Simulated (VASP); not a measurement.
A run of VASP 6.6.1:

File INCAR:

```
SYSTEM = Si4O
PREC = Accurate ; ENCUT = 520
EDIFF = 1E-6 ; ISMEAR = 0
SIGMA = 0.1 ; LREAL = .FALSE.
LASPH = .TRUE. ; NELM = 80
ALGO = Normal ; ISIF = 2
LWAVE = .FALSE. ; LCHARG = .FALSE.
GGA = PE ; NBANDS = 19
```

The input KPOINTS:

```
Automatic mesh
0
G
  4 4 4
  0 0 0
```

Contents of POSCAR:

```
Si4O
1.0
   -2.6855274399      2.6855274399      2.6855274399
    2.6855274399     -2.6855274399      2.6855274399
    2.6855274399      2.6855274399     -2.6855274399
Si O
4 1
Direct
    0.4296361812      0.4296361812      0.4296361812
    0.5703638188      0.0000000000      0.0000000000
    0.0000000000      0.0000000000      0.5703638188
    0.0000000000      0.5703638188      0.0000000000
    0.0000000000      0.0000000000      0.0000000000
```

Potentials or basis: VASP PAW PBE potentials, release 64 (Si, O).

Launch:

```console
$ cat potpaw_PBE.64/Si/POTCAR potpaw_PBE.64/O/POTCAR > POTCAR
$ mpirun -np 1 vasp_std > vasp.out
```

Hardware: 1 thread of Intel(R) Xeon(R) Platinum 8488C (Sapphire Rapids), with other jobs on the host.

Problem. Estimate the wall time of this run.

Solution. Wall time 8.3 s on 1 thread of Intel(R) Xeon(R) Platinum 8488C (Sapphire Rapids), on a shared host, peak memory 0.19 GiB. Counts: scf iterations 14, k points 8.
